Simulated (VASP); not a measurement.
# Mn2Sb2O3 (R-3m) in VASP: a series of runs

Mn2Sb2O3 is run at these levels: r2SCAN; tasks: single point.

Everything below comes from runs of VASP 6.6.1. Logs are shortened: lines on timing, memory, paths and dates and some standing lists are left out, and cuts for length are marked.

### Step 1. The cell of the first run

The structure is trigonal, space group R-3m (No. 166). The conventional cell has a = 5.384 Å, b = 5.384 Å, c = 12.855 Å, α = 90.00°, β = 90.00°, γ = 120.00°. Within 2.4 Å of O (site symmetry 2/m) lie 2 Mn at 1.82 Å. Mn (site symmetry 3m) has 3 O at 1.82 Å within 2.4 Å. Sb (site symmetry -3m) has 6 O at 2.65 Å and 8 Mn at 3.09 to 3.33 Å within 3.5 Å. Sb (site symmetry -3m) has 6 O at 2.69 Å and 8 Mn at 3.25 to 3.34 Å within 3.5 Å.

### Step 2. Single point, r2SCAN, collinear spin, antiferromagnetic start

POSCAR reads:

```
Mn2Sb2O3
1.0
    2.6921475000      1.5543127300      4.2848880900
   -2.6921475000      1.5543127300      4.2848880900
    0.0000000000     -3.1086244500      4.2848880900
O Mn Sb
3 2 2
Direct
    0.0000000000      0.0000000000      0.5000000000
    0.5000000000      0.0000000000      0.0000000000
    0.0000000000      0.5000000000      0.0000000000
    0.2401300000      0.2401300000      0.2401300000
    0.7598700000      0.7598700000      0.7598700000
    0.0000000000      0.0000000000      0.0000000000
    0.5000000000      0.5000000000      0.5000000000
```

INCAR.step1 reads:

```
SYSTEM = Mn2Sb2O3
ALGO = Normal
EDIFF = 1E-4
ENCUT = 520
GGA = PE
ISMEAR = -1
ISPIN = 2
LASPH = .TRUE.
LCHARG = .FALSE.
LMAXMIX = 4
LREAL = .FALSE.
LWAVE = .TRUE.
MAGMOM = 0 0 0 4.5 -4.5 0 0
NBANDS = 40
NELM = 150
PREC = Accurate
SIGMA = 0.1
```

INCAR.step2 reads:

```
SYSTEM = Mn2Sb2O3
ALGO = Normal
EDIFF = 1E-6
ENCUT = 520
ISIF = 2
ISMEAR = -1
ISPIN = 2
ISTART = 1
LASPH = .TRUE.
LCHARG = .FALSE.
LMAXMIX = 4
LMIXTAU = .TRUE.
LORBIT = 11
LREAL = .FALSE.
LWAVE = .FALSE.
MAGMOM = 0 0 0 4.5 -4.5 0 0
METAGGA = R2SCAN
NBANDS = 40
NELM = 150
PREC = Accurate
SIGMA = 0.1
```

KPOINTS reads:

```
k-points
0
G
  5 5 5
  0 0 0
```

Potentials or basis: VASP PAW PBE potentials, release 64 (O, Mn_pv, Sb).

Run with:

```bash
> cat potpaw_PBE.64/O/POTCAR potpaw_PBE.64/Mn_pv/POTCAR potpaw_PBE.64/Sb/POTCAR > POTCAR
> cp INCAR.step1 INCAR
> mpirun -np 1 vasp_std > vasp.out
> cp INCAR.step2 INCAR
> mpirun -np 1 vasp_std > vasp.out
```

OUTCAR:

```text
SYSTEM = Mn2Sb2O3
   EDIFF = 1E-6
   ENCUT = 520
   ISIF = 2
   ISMEAR = -1
   ISPIN = 2
   ISTART = 1
   LASPH = .TRUE.
   LORBIT = 11
   LREAL = .FALSE.
   METAGGA = R2SCAN
   NELM = 150
   PREC = Accurate

 ion  position               nearest neighbor table
   1  0.000  0.000  0.500-   4 1.82   5 1.82   6 2.65   6 2.65   7 2.69   7 2.69
   2  0.500  0.000  0.000-   4 1.82   5 1.82   6 2.65   6 2.65   7 2.69   7 2.69
   3  0.000  0.500  0.000-   4 1.82   5 1.82   6 2.65   6 2.65   7 2.69   7 2.69
   4  0.240  0.240  0.240-   2 1.82   3 1.82   1 1.82   6 3.09   7 3.25   7 3.25   7 3.25   6 3.33
                             6 3.33   6 3.33   7 3.34
   5  0.760  0.760  0.760-   2 1.82   3 1.82   1 1.82   6 3.09   7 3.25   7 3.25   7 3.25   6 3.33
                             6 3.33   6 3.33   7 3.34
   6  0.000  0.000  0.000-   1 2.65   1 2.65   3 2.65   2 2.65   3 2.65   2 2.65   5 3.09   4 3.09
                             5 3.33   4 3.33   5 3.33   4 3.33   5 3.33   4 3.33   7 3.78   7 3.78
   7  0.500  0.500  0.500-   1 2.69   1 2.69   2 2.69   2 2.69   3 2.69   3 2.69   5 3.25   4 3.25
                             4 3.25   5 3.25   4 3.25   5 3.25   5 3.34   4 3.34   6 3.78   6 3.78

  LATTYP: Found a trigonal (rhomboedric) cell.
 ALAT       =     5.2937521584
 COS(alpha) =     0.4827498617

  Lattice vectors:

 A1 = (   2.6921475000,   1.5543127300,   4.2848880900)
 A2 = (  -2.6921475000,   1.5543127300,   4.2848880900)
 A3 = (   0.0000000000,  -3.1086244500,   4.2848880900)

Analysis of symmetry for initial positions (statically):
=====================================================================
 Subroutine PRICEL returns:
 Original cell was already a primitive cell.

 Routine SETGRP: Setting up the symmetry group for a
 trigonal (rhombohedral) supercell.

 Subroutine GETGRP returns: Found 12 space group operations
 (whereof 12 operations were pure point group operations)
 out of a pool of 12 trial point group operations.

The static configuration has the point symmetry D_3d.

Analysis of symmetry for dynamics (positions and initial velocities):
=====================================================================
 Subroutine PRICEL returns:
 Original cell was already a primitive cell.

 Routine SETGRP: Setting up the symmetry group for a
 trigonal (rhombohedral) supercell.

 Subroutine GETGRP returns: Found 12 space group operations
 (whereof 12 operations were pure point group operations)
 out of a pool of 12 trial point group operations.

The dynamic configuration has the point symmetry D_3d.

Analysis of structural, dynamic, and magnetic symmetry:
=====================================================================
 Subroutine PRICEL returns:
 Original cell was already a primitive cell.

 Routine SETGRP: Setting up the symmetry group for a
 trigonal (rhombohedral) supercell.

 Subroutine GETGRP returns: Found 12 space group operations
 (whereof 12 operations were pure point group operations)
 out of a pool of 12 trial point group operations.

The overall configuration has the point symmetry D_3d.

 Subroutine INISYM returns: Found 12 space group operations
 (whereof 12 operations are pure point group operations),
 and found     1 'primitive' translations

----------------------------------------------------------------------------------------

                                     Primitive cell

  volume of cell :     107.5791

  direct lattice vectors                    reciprocal lattice vectors
     2.692147500  1.554312730  4.284888090     0.185725336  0.107228552  0.077792766
    -2.692147500  1.554312730  4.284888090    -0.185725336  0.107228552  0.077792766
     0.000000000 -3.108624450  4.284888090     0.000000000 -0.214457103  0.077792791

  length of vectors
     5.293752182  5.293752182  5.293752158     0.228130615  0.228130615  0.228130593

  position of ions in fractional coordinates (direct lattice)
     0.000000000  0.000000000  0.500000000
     0.500000000  0.000000000  1.000000000
     0.000000000  0.500000000  1.000000000
     0.240130000  0.240130000  0.240130000
     0.759870000  0.759870000  0.759870000
     0.000000000  0.000000000  0.000000000
     0.500000000  0.500000000  0.500000000

  ion indices of the primitive-cell ions
   primitive index   ion index
                 1           1
                 2           2
                 3           3
                 4           4
                 5           5
                 6           6
                 7           7

----------------------------------------------------------------------------------------

 KPOINTS: k-points

Automatic generation of k-mesh.
 Grid dimensions read from file:
 generate k-points for:    5    5    5

 Generating k-lattice:

  Cartesian coordinates                     Fractional coordinates (reciprocal lattice)
     0.037145067  0.021445710  0.015558553     0.200000000  0.000000000 -0.000000000
    -0.037145067  0.021445710  0.015558553     0.000000000  0.200000000 -0.000000000
     0.000000000 -0.042891421  0.015558558    -0.000000000 -0.000000000  0.200000000

  Length of vectors
     0.045626123  0.045626123  0.045626119

  Shift w.r.t. Gamma in fractional coordinates (k-lattice)
     0.000000000  0.000000000  0.000000000

 Subroutine IBZKPT returns following result:
 ===========================================

 Found     19 irreducible k-points:

 Following reciprocal coordinates:
            Coordinates               Weight
  0.000000  0.000000  0.000000      1.000000
  0.200000 -0.000000  0.000000      6.000000
  0.400000 -0.000000  0.000000      6.000000
  0.200000  0.200000  0.000000      6.000000
  0.400000  0.200000  0.000000     12.000000
 -0.400000  0.200000  0.000000     12.000000
[... 11 lines left out ...]
  0.400000  0.400000  0.400000      2.000000
 -0.400000  0.400000  0.400000      6.000000
   k-points           NKPTS =     19   k-points in BZ     NKDIM =     19   number of bands    NBANDS=     40
   number of dos      NEDOS =    301   number of ions     NIONS =      7
   total plane-waves  NPLWV =  64000
   dimension x,y,z NGX =    40 NGY =   40 NGZ =   40
   dimension x,y,z NGXF=    80 NGYF=   80 NGZF=   80
   ions per type =               3   2   2
   NGX,Y,Z   is equivalent  to a cutoff of  12.56, 12.56, 12.56 a.u.
   NGXF,Y,Z  is equivalent  to a cutoff of  25.12, 25.12, 25.12 a.u.
 SYSTEM =  Mn2Sb2O3
   PREC   = accura    normal or accurate (medium, high low for compatibility)
   ISTART =      1    job   : 0-new  1-cont  2-samecut
   ICHARG =      0    charge: 1-file 2-atom 10-const
   ISPIN  =      2    spin polarized calculation?
   LNONCOLLINEAR =      F non collinear calculations
   LSORBIT =      F    spin-orbit coupling
   LASPH  =      T    aspherical Exc in radial PAW
   ENCUT  =  520.0 eV  38.22 Ry    6.18 a.u.   9.84  9.84  9.84*2*pi/ulx,y,z
   NELM   =    150;   NELMIN=  2; NELMDL=  0     # of ELM steps
   EDIFF  = 0.1E-05   stopping-criterion for ELM
   LREAL  =      F    real-space projection
   EDIFFG = 0.1E-04   stopping-criterion for IOM
   NSW    =      0    number of steps for IOM
   IBRION =     -1    ionic relax: 0-MD 1-quasi-New 2-CG
   NFREE  =      0    steps in history (QN), initial steepest desc. (CG)
   ISIF   =      2    stress and relaxation
   ISYM   =      2    0-nonsym 1-usesym 2-fastsym
   POTIM  = 0.5000    time-step for ionic-motion
   TEBEG  =    0.0;   TEEND  =   0.0 temperature during run
   PSTRESS=    0.0 pullay stress
   NELECT =      54.0000    total number of electrons
   NUPDOWN=      -1.0000    fix difference up-down
   EMIN   =  10.00;   EMAX   =-10.00  energy-range for DOS
   EFERMI =   0.00;   METHOD = LEGACY
   ISMEAR =    -1;   SIGMA  =   0.10  broadening in eV -4-tet -1-fermi 0-gaus
   EFERMI_NEDOS =   21; number of points for ismear=-14 and -15
   IALGO  =     38    algorithm
   IMIX   =      4    mixing-type and parameters
     AMIX     =   0.40;   BMIX     =  1.00
     AMIX_MAG =   1.60;   BMIX_MAG =  1.00
  volume/ion in A,a.u.               =      15.37       103.71
  Fermi-wavevector in a.u.,A,eV,Ry     =   1.301058  2.458644 23.031302  1.692753
  Thomas-Fermi vector in A             =   2.432217
   LORBIT       =     11    0 simple, 1 ext, 2 COOP (PROOUT), +10 PAW based schemes
   METAGGA = R2SCAN    functional components
   LHFCALC =     F    Hartree Fock is set to
   AEXX    =    0.0000 exact exchange contribution
   IVDW    =     0    specifies the selected vdW correction
   LEPSILON=     F    determine dielectric tensor
   LRPA    =     F    only Hartree local field effects (RPA)
 spin polarized calculation
  energy-cutoff  :      520.00
  volume of cell :      107.58
 maximum number of plane-waves:      2911
   NGX = 19   NGY = 19   NGZ = 19

 number of electron      54.0000013 magnetization      -0.0000000

 number of electron      54.0000013 magnetization       0.0000000

 Free energy of the ion-electron system (eV)
  ---------------------------------------------------
  ext. energy  EPLUGINS =         0.00000000
  ---------------------------------------------------
  free energy    TOTEN  =      -102.92667160 eV

  energy without entropy =     -102.78517560  energy(sigma->0) =     -102.85592360

 E-fermi :   7.5274     XC(G=0): -11.4090

 val. band max:        7.4781447032   @ k =   0.4000   0.4000   0.0000
 cond. band min:       7.5736896173   @ k =   0.2000  -0.0000   0.0000
 fundamental gap:      0.0955449141
 Fermi energy:         7.5274080825

 spin component 1

 k-point     1 :       0.0000    0.0000    0.0000
  band No.  band energies     occupation
      1     -44.9253      1.00000
      2     -44.8650      1.00000
      3     -44.8650      1.00000
      4     -39.4964      1.00000
      5     -39.3668      1.00000
      6     -39.3668      1.00000
[... 31 lines left out ...]
     38      12.6047      0.00000
     39      12.6047      0.00000
[... 754 lines left out ...]
     38      13.6007      0.00000
     39      15.5002      0.00000
 Fermi energy:         7.5274080825

 spin component 2

 k-point     1 :       0.0000    0.0000    0.0000
  band No.  band energies     occupation
      1     -44.9253      1.00000
      2     -44.8650      1.00000
      3     -44.8650      1.00000
      4     -39.4964      1.00000
      5     -39.3668      1.00000
      6     -39.3668      1.00000
[... 31 lines left out ...]
     38      12.6047      0.00000
     39      12.6047      0.00000
[... 754 lines left out ...]
     38      13.6007      0.00000
     39      15.5002      0.00000
 [bands above 39 left out]

------------------------ aborting loop because EDIFF is reached ----------------------------------------

  FORCE on cell =-STRESS in cart. coord.  units (eV):
  Direction    XX          YY          ZZ          XY          YZ          ZX
  --------------------------------------------------------------------------------------
  -------------------------------------------------------------------------------------
  Total        9.1328378      9.1328415      6.2048804     -0.0000000      0.0000005     -0.0000000
  in kB      136.0155100    136.0155642     92.4093892     -0.0000000      0.0000073     -0.0000000
  external PRESSURE =     121.4801545 kB  Pullay stress =       0.0000000 kB

 VOLUME and BASIS-vectors are now :
 -----------------------------------------------------------------------------
  energy-cutoff  :      520.00
  volume of cell :      107.58
      direct lattice vectors                 reciprocal lattice vectors
     2.692147500  1.554312730  4.284888090     0.185725336  0.107228552  0.077792766
    -2.692147500  1.554312730  4.284888090    -0.185725336  0.107228552  0.077792766
     0.000000000 -3.108624450  4.284888090     0.000000000 -0.214457103  0.077792791

 POSITION                                       TOTAL-FORCE (eV/Angst)
 -----------------------------------------------------------------------------------
      0.00000     -1.55431      2.14244         0.000000      0.000000     -0.000000
      1.34607      0.77716      2.14244        -0.000000      0.000000     -0.000000
     -1.34607      0.77716      2.14244        -0.000000      0.000000     -0.000000
      0.00000      0.00000      3.08679         0.000000      0.000000      4.308069
      0.00000      0.00000      9.76787         0.000000     -0.000000     -4.308069
      0.00000      0.00000      0.00000         0.000000      0.000000     -0.000000
      0.00000      0.00000      6.42733         0.000000      0.000000      0.000000
 -----------------------------------------------------------------------------------
    total drift:                               -0.000000     -0.000000      0.000000

  FREE ENERGIE OF THE ION-ELECTRON SYSTEM (eV)
  ---------------------------------------------------
  free  energy   TOTEN  =      -102.9266715972 eV

  energy  without entropy=     -102.7851755991  energy(sigma->0) =     -102.85592360

 total charge

# of ion       s       p       d       tot
------------------------------------------
    1        1.595   3.477   0.000   5.072
    2        1.595   3.477   0.000   5.072
    3        1.595   3.477   0.000   5.072
    4        0.318   6.341   5.088  11.747
    5        0.318   6.341   5.088  11.747
    6        1.293   0.881   0.040   2.214
    7        1.281   0.882   0.038   2.200
--------------------------------------------------
tot          7.993  24.875  10.254  43.123

 magnetization (x)

# of ion       s       p       d       tot
------------------------------------------
    1        0.000   0.000   0.000   0.000
    2        0.000   0.000   0.000   0.000
    3        0.000   0.000   0.000   0.000
    4        0.016   0.071   3.796   3.883
    5       -0.016  -0.071  -3.796  -3.883
    6        0.000   0.000   0.000   0.000
    7        0.000   0.000   0.000   0.000
--------------------------------------------------
tot          0.000   0.000   0.000   0.000
```

Run time: 7.9 min. Hardware: 1 thread of Intel Xeon Platinum 8124M at 3.00GHz (Skylake/Cascade Lake), shared host; peak memory 0.39 GiB.

What came out:

| Item | Value |
| --- | --- |
| Free energy | -102.9267 eV |
| Pressure | 12.1 GPa |
| Largest force | 4.308 eV/Å |
| Band gap on the k mesh | zero (filled and empty bands overlap) |
| Net moment | 0.00 μB per cell |
| Site moments | O +0.00; Mn +3.88, -3.88; Sb +0.00 μB |
| Valence electrons inside the program's atomic spheres | O 5.07; Mn 11.75; Sb 2.21, 2.20 |

Forces on the atoms (eV/Å):
```
O    0.000  0.000  0.000
O    0.000  0.000  0.000
O    0.000  0.000  0.000
Mn   0.000  0.000  4.308
Mn   0.000  0.000 -4.308
Sb   0.000  0.000  0.000
Sb   0.000  0.000  0.000
```

Caveat: the cell stands under pressure; the PAW data sets were made with another functional, which shifts forces and pressure a little; spin-orbit coupling is left out, which moves the levels of the heavy elements. With open d or f shells a metallic result of r2SCAN can be an artefact of self-interaction; +U or a hybrid may open a gap.

### Step 3. Single point, r2SCAN, collinear spin

POSCAR is that of step 2.

INCAR.step1 reads:

```
  ALGO = Normal
  EDIFF = 1E-4
  ENCUT = 520
  GGA = PE
  ISMEAR = -1
  ISPIN = 2
  LASPH = T
  LCHARG = F
  LMAXMIX = 4
  LREAL = F
  LWAVE = T
  MAGMOM = 0.12 0.12 0.12 3.66 3.66 -0.08 -0.1
  NBANDS = 40
  NELM = 150
  PREC = Accurate
  SIGMA = 0.1
```

INCAR.step2 reads:

```
  ALGO = Normal
  EDIFF = 1E-7
  ENCUT = 520
  ISIF = 2
  ISMEAR = -1
  ISPIN = 2
  ISTART = 1
  LASPH = T
  LCHARG = T
  LELF = T
  LMAXMIX = 4
  LMIXTAU = T
  LORBIT = 11
  LREAL = F
  LVHAR = T
  LWAVE = F
  MAGMOM = 0.12 0.12 0.12 3.66 3.66 -0.08 -0.1
  METAGGA = R2SCAN
  NBANDS = 40
  NELM = 150
  PREC = Accurate
  SIGMA = 0.1
```

KPOINTS reads:

```
k-points
0
Gamma
  5 5 5
```

Potentials or basis: VASP PAW PBE potentials, release 64 (O, Mn_pv, Sb).

Run with:

```bash
> cat potpaw_PBE.64/O/POTCAR potpaw_PBE.64/Mn_pv/POTCAR potpaw_PBE.64/Sb/POTCAR > POTCAR
> cp INCAR.step1 INCAR
> mpirun -np 1 vasp_std > vasp.out
> cp INCAR.step2 INCAR
> mpirun -np 1 vasp_std > vasp.out
```

It took 8.7 min on 1 thread of Intel Xeon Platinum 8124M at 3.00GHz (Skylake/Cascade Lake), shared host; peak memory 0.39 GiB.

It converged, with:

```
Free energy                                           : -102.8751 eV
Pressure                                              : 12.7 GPa
Largest force                                         : 4.572 eV/Å
Net moment                                            : 8.36 μB per cell
Site moments                                          : O +0.10; Mn +3.94; Sb -0.09, -0.10 μB
Valence electrons inside the program's atomic spheres : O 5.08; Mn 11.70; Sb 2.23, 2.22
```

Forces in eV/Å, atoms in the order of the input:
```
O    0.000  0.000  0.000
O    0.000  0.000  0.000
O    0.000  0.000  0.000
Mn   0.000  0.000  4.572
Mn   0.000  0.000 -4.572
Sb   0.000  0.000  0.000
Sb   0.000  0.000  0.000
```

Stress tensor (GPa, compression positive):
```
12.43  0.00  0.00
 0.00 12.43  0.00
 0.00  0.00 13.25
```

Levels at points of the mesh, in eV from the Fermi level:
Spin up:
```csv
k point,band 27,band 28,band 29,band 30,band 31,band 32,band 33,band 34,band 35,band 36
"(0.00, 0.00, 0.00)",-1.99,-1.99,-0.82,0.17,0.17,0.67,1.12,1.12,3.26,3.26
```
Spin down:
```csv
k point,band 20,band 21,band 22,band 23,band 24,band 25,band 26,band 27
"(0.00, 0.00, 0.00)",-3.53,-1.48,0.60,0.60,0.69,0.69,1.38,1.42
```

Caveat: the cell stands under pressure; the PAW data sets were made with another functional, which shifts forces and pressure a little; spin-orbit coupling is left out, which moves the levels of the heavy elements.

The gap in the log of VASP goes by the Fermi energy; the results here count the filled bands.